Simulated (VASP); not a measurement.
Wanted: the native input for a VASP 6.6.1 run.

| Quantity | Value |
| --- | --- |
| Task | relaxation of cell and atoms |
| Functional | LDA |
| Potentials or basis | VASP PAW LDA potentials, release 64 (Al) |
| Cutoff | 600 eV |
| k mesh | 11 × 11 × 11 |
| Occupations | fermi-dirac, width 0.1 eV |
| Spin | no spin polarisation |
| Dipole correction | no |
| Further INCAR settings | ALGO = Normal; EDIFF = 1e-06; IBRION = 2; EDIFFG = -0.03; NSW = 60; ISIF = 3 |

The structure of Al lies in POSCAR:

```
Al
1.0
    0.0000000000      1.9931970901      1.9931970901
    1.9931970901      0.0000000000      1.9931970901
    1.9931970901      1.9931970901      0.0000000000
Al
1
Direct
    0.0000000000      0.0000000000      0.0000000000
```

One way to write it, as run:

INCAR

```
PREC = Accurate
ENCUT = 600
EDIFF = 1E-6
ISMEAR = -1
SIGMA = 0.1
LREAL = F
LASPH = T
NELM = 80
ALGO = Normal
ISIF = 3
LWAVE = F
LCHARG = F
GGA = CA
IBRION = 2
NSW = 60
EDIFFG = -0.03
```

KPOINTS

```
Automatic mesh
0
Gamma
  11 11 11
```

Potentials or basis: VASP PAW LDA potentials, release 64 (Al).

The run is started by

```console
$ cat potpaw_LDA.64/Al/POTCAR > POTCAR
$ mpirun -np 1 vasp_std > vasp.out
```

It gave:

| Quantity | Value |
| --- | --- |
| Pressure after relaxing | 0.0 GPa |

Caveat: the relaxation stopped at its first step, so nothing moved.

Run time: 2.3 s on 1 thread of Intel(R) Xeon(R) Platinum 8259CL CPU @ 2.50GHz (Skylake/Cascade Lake) (shared host), peak memory 0.12 GiB.
